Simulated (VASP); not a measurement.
Here is a VASP 6.6.1 calculation.

File INCAR:

```
SYSTEM = Sr33O31
PREC = Accurate
ENCUT = 520
EDIFF = 1E-7
ISMEAR = -1
SIGMA = 0.05
LREAL = Auto
LASPH = .TRUE.
NELM = 100
ALGO = Normal
ISIF = 2
LWAVE = .FALSE.
LCHARG = .FALSE.
GGA = PS
NELECT = 518.0
ISYM = 0
NBANDS = 296
```

KPOINTS

```
Automatic mesh
0
Gamma
  1 1 1
  0.25 0.25 0.25
```

POSCAR

```
Sr33O31
1.0
   10.2454930000      0.0000000000      0.0000000000
    0.0000000000     10.2454930000      0.0000000000
    0.0000000000      0.0000000000     10.2454930000
O Sr
31 33
Direct
    0.2499120000      0.9997810000      0.0002530000
    0.2499400000      0.9997510000      0.5002030000
    0.2499220000      0.4997780000      0.0003400000
    0.7499660000      0.9997570000      0.0001840000
    0.7499900000      0.9997820000      0.5002180000
    0.7499990000      0.4997870000      0.0002980000
    0.7500520000      0.4998320000      0.5002840000
    0.9994750000      0.2493230000      0.0005790000
    0.9941250000      0.2439250000      0.5003210000
    0.9994870000      0.7502720000      0.0002970000
    0.9940970000      0.7556400000      0.5002470000
    0.5004300000      0.2492560000      0.0003520000
    0.5058880000      0.2438620000      0.5002620000
    0.5004300000      0.7502270000      0.0000070000
    0.5058610000      0.7556590000      0.5001440000
    0.9994810000      0.0000640000      0.2497780000
    0.9995270000      0.9998280000      0.7506830000
    0.9941760000      0.4998480000      0.2444170000
    0.9940670000      0.4998080000      0.7561450000
    0.5004290000      0.9998480000      0.2497290000
    0.5004330000      0.9995450000      0.7506580000
    0.5058950000      0.4998070000      0.2443600000
    0.5058990000      0.4997590000      0.7561520000
    0.2499710000      0.2439080000      0.2443770000
    0.2499330000      0.2439240000      0.7561350000
    0.2498980000      0.7556190000      0.2443930000
    0.2498990000      0.7557230000      0.7561940000
    0.7502360000      0.2493680000      0.2498230000
    0.7499510000      0.2493330000      0.7507500000
    0.7499340000      0.7502920000      0.2497580000
    0.7497430000      0.7503120000      0.7507200000
    0.2500330000      0.4998160000      0.5002900000
    0.9999500000      0.9997780000      0.0002410000
    0.9981780000      0.9998700000      0.5002970000
    0.9980960000      0.4998410000      0.0003270000
    0.9863770000      0.5001110000      0.5005050000
    0.4999130000      0.9997550000      0.0001650000
    0.5018200000      0.9997500000      0.5002320000
    0.5017980000      0.4997550000      0.0002020000
    0.5136720000      0.4997570000      0.5000300000
    0.2500100000      0.2479460000      0.0003980000
    0.2502030000      0.2361610000      0.5006280000
    0.2499000000      0.7516120000      0.0001180000
    0.2499120000      0.7634370000      0.4998340000
    0.7499460000      0.2498290000      0.0002660000
    0.7500710000      0.2480180000      0.5003260000
    0.7499130000      0.7497870000      0.0001690000
    0.7499550000      0.7516750000      0.5002300000
    0.2499970000      0.9999100000      0.2484260000
    0.2499140000      0.9996500000      0.7520950000
    0.2501050000      0.5001730000      0.2366270000
    0.2497020000      0.4993410000      0.7639370000
    0.7499520000      0.9998440000      0.2502630000
    0.7499810000      0.9998010000      0.7501880000
    0.7500970000      0.4998710000      0.2484680000
    0.7499100000      0.4997820000      0.7520830000
    0.0030330000      0.2528550000      0.2533420000
    0.0030380000      0.2528530000      0.7473040000
    0.0029620000      0.7469000000      0.2532760000
    0.0030260000      0.7467180000      0.7471740000
    0.4970250000      0.2528480000      0.2533190000
    0.4969240000      0.2528000000      0.7472020000
    0.4969500000      0.7467890000      0.2532130000
    0.4968160000      0.7466550000      0.7471190000
```

Potentials or basis: VASP PAW PBE potentials, release 64 (O, Sr_sv).

Command:

```console
$ cat potpaw_PBE.64/O/POTCAR potpaw_PBE.64/Sr_sv/POTCAR > POTCAR
$ mpirun -np 1 vasp_std > vasp.out
```

Task: Estimate the largest force.

Result: 0.041 eV/Å.

Forces on the atoms (eV/Å):
```
O    0.002  0.000 -0.002
O    0.004  0.004  0.002
O    0.002  0.000 -0.006
O   -0.001  0.002  0.001
O    0.000  0.002  0.000
O   -0.002  0.001 -0.003
O   -0.003  0.002  0.000
O    0.003  0.003 -0.019
O    0.011  0.012  0.007
O    0.000 -0.001 -0.003
O    0.008 -0.007 -0.002
O    0.000  0.002 -0.006
O   -0.006  0.011 -0.001
O   -0.005 -0.002  0.012
O   -0.010 -0.011 -0.006
O    0.004 -0.016  0.003
O   -0.002 -0.001  0.002
O    0.009  0.010  0.013
O    0.007  0.001 -0.006
O   -0.001 -0.002  0.002
O   -0.003  0.014 -0.001
O   -0.008  0.003  0.011
O   -0.012 -0.006 -0.012
O    0.009  0.013  0.016
O    0.003  0.003 -0.004
O    0.004 -0.003  0.006
O   -0.005 -0.016 -0.016
O   -0.015  0.002  0.001
O    0.001  0.000  0.000
O    0.001  0.000  0.001
O    0.013 -0.004 -0.003
Sr  -0.001 -0.002  0.002
Sr  -0.001  0.004  0.004
Sr   0.010  0.001 -0.004
Sr   0.012 -0.004  0.005
Sr  -0.019 -0.021 -0.018
Sr   0.003 -0.003  0.001
Sr  -0.011 -0.002  0.001
Sr  -0.011  0.003  0.001
Sr   0.019  0.004  0.015
Sr  -0.005  0.010  0.002
Sr  -0.016 -0.021 -0.027
Sr   0.004 -0.012  0.004
Sr   0.005  0.020  0.027
Sr   0.004 -0.004  0.005
Sr   0.001  0.009 -0.005
Sr  -0.001  0.000  0.001
Sr  -0.003 -0.011  0.002
Sr  -0.003  0.001  0.009
Sr   0.003  0.003 -0.013
Sr  -0.011 -0.026 -0.021
Sr   0.019  0.031  0.018
Sr   0.003  0.001 -0.001
Sr  -0.004 -0.005  0.004
Sr   0.000 -0.004  0.008
Sr  -0.001  0.003 -0.010
Sr   0.000  0.001 -0.001
Sr  -0.012 -0.010  0.003
Sr  -0.007  0.001 -0.009
Sr  -0.005  0.010  0.008
Sr  -0.001 -0.006 -0.007
Sr   0.010 -0.005  0.008
Sr   0.009  0.007 -0.008
Sr   0.004  0.004  0.004
```

Caveat: the cell carries a net charge on a neutralising background, which shifts energy and pressure; the PAW data sets were made with another functional, which shifts forces and pressure a little.
